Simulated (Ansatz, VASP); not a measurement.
SnGe3Te4: VASP beside Ansatz

```xyz
8
Lattice="4.3105 2.4679 3.7395 -4.3131 2.4673 3.7427 -0.0017 -4.9630 3.7604" Properties=species:S:1:pos:R:3 pbc="T T T"
Sn   -0.0028   -0.0135    5.7093
Ge    2.1467   -1.2595    9.2561
Ge   -2.1501   -1.2524    9.2536
Ge   -0.0032    2.4547    9.2446
Te    2.1900   -1.2707    4.0442
Te   -2.1975   -1.2746    4.0536
Te    0.0007   -0.0031    0.3172
Te   -0.0013    2.5054    4.0362
```

Change from the starting cell: cell x1, atoms moved at random (sigma 0.15 Å) and cell strained at random (1.5 %), then relaxed without symmetry.

Alike in both runs: functional PBE; k mesh 6 × 6 × 6; occupations gaussian, width 0.2 eV; no spin polarisation.

Ansatz relaxed the structure, and its values are those at the end. VASP's run is a single point on that final structure, the one shown.

|  | VASP | Ansatz |
| --- | --- | --- |
| version | VASP 6.6.1 | Ansatz 0.2.0 |
| potentials or method | VASP PAW PBE potentials, release 64 (Sn_d, Ge_d, Te), cutoff 520 eV | scalar-relativistic, plane waves, PAW |
| valence electrons in the cell | 80 | 120 |

Ansatz gave:

```
gap on the k mesh at the Fermi level (eV) : 0.12
least direct gap on the mesh (eV)         : 0.12
pressure (GPa)                            : 0.0
rms of the force components (eV/Å)        : 0.005
```

What did VASP give for the same quantities?

gap on the k mesh at the Fermi level (eV): 0.12; least direct gap on the mesh (eV): 0.12; pressure (GPa): 0.0; rms of the force components (eV/Å): 0.007.

VASP's potentials hold 80 valence electrons a cell and Ansatz's 120, so a difference there can come from the potentials and not from the codes.

Spin-orbit coupling is off throughout.
